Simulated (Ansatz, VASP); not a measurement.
## One calculation of CdF2, two programs

Contents of INCAR:

```
SYSTEM = CdF2
PREC     = Accurate       ! precision mode
ENCUT    = 520            ! plane-wave cutoff, eV
EDIFF    = 1E-7           ! SCF threshold, eV
ISMEAR   = 0              ! smearing method
SIGMA    = 0.05           ! smearing width, eV
LREAL    = .FALSE.        ! projectors in reciprocal space
LASPH    = .TRUE.         ! aspherical terms in the spheres
NELM     = 100            ! most SCF steps
ALGO     = Normal         ! electronic algorithm
ISIF     = 2              ! what is computed and relaxed
LWAVE    = .FALSE.        ! write WAVECAR
LCHARG   = .FALSE.        ! write CHGCAR
GGA      = PE             ! functional
NBANDS   = 20             ! bands
```

Contents of KPOINTS:

```
Automatic mesh
0
G
  8 8 8
  0 0 0
```

The input POSCAR:

```
CdF2
1.0
    0.0000000000      2.6940000000      2.6535900000
    2.6940000000      0.0000000000      2.6535900000
    2.6940000000      2.6940000000      0.0000000000
Cd F
1 2
Direct
    0.0000000000      0.0000000000      0.0000000000
    0.2500000000      0.2500000000      0.2500000000
    0.7500000000      0.7500000000      0.7500000000
```

Input for Ansatz:

```yaml
crystal:
  lattice:
    - [0.0, 2.694, 2.65359]
    - [2.694, 0.0, 2.65359]
    - [2.694, 2.694, 0.0]
  atoms:
    - { symbol: Cd, position: [0.0, 0.0, 0.0] }
    - { symbol: F, position: [0.25, 0.25, 0.25] }
    - { symbol: F, position: [0.75, 0.75, 0.75] }
basis:
  ecutwfc: 420
kpoints:
  mp_grid: { grid: [8, 8, 8] }
hamiltonian:
  xc: pbe
scf:
  occupations: { method: gaussian, width: 0.05 }
output:
  forces: true
  stress: true
  eigenvalues: true
```

Change from the starting cell: strain +0.000 along x and y, -0.015 along z, atoms carried along.

Alike in both runs: task single point; functional PBE; k mesh 8 × 8 × 8; occupations gaussian, width 0.05 eV; no spin polarisation.

```csv
,VASP,Ansatz
version,VASP 6.6.1,Ansatz 0.2.0
potentials or method,"VASP PAW PBE potentials, release 64 (Cd, F), cutoff 520 eV","scalar-relativistic, plane waves, PAW"
valence electrons in the cell,26,34
```

|  | VASP | Ansatz | Ansatz less VASP |
| --- | --- | --- | --- |
| gap on the k mesh at the Fermi level (eV) | 3.11 | 3.14 | +0.034 |
| least direct gap on the mesh (eV) | 3.58 | 3.62 | +0.032 |
| pressure (GPa) | 8.1 | 7.3 | -0.81 |
| traceless stress, the component that is largest in VASP (GPa) | 1.10 | 1.12 | +0.018 |

VASP's potentials hold 26 valence electrons a cell and Ansatz's 34, so a difference there can come from the potentials and not from the codes.
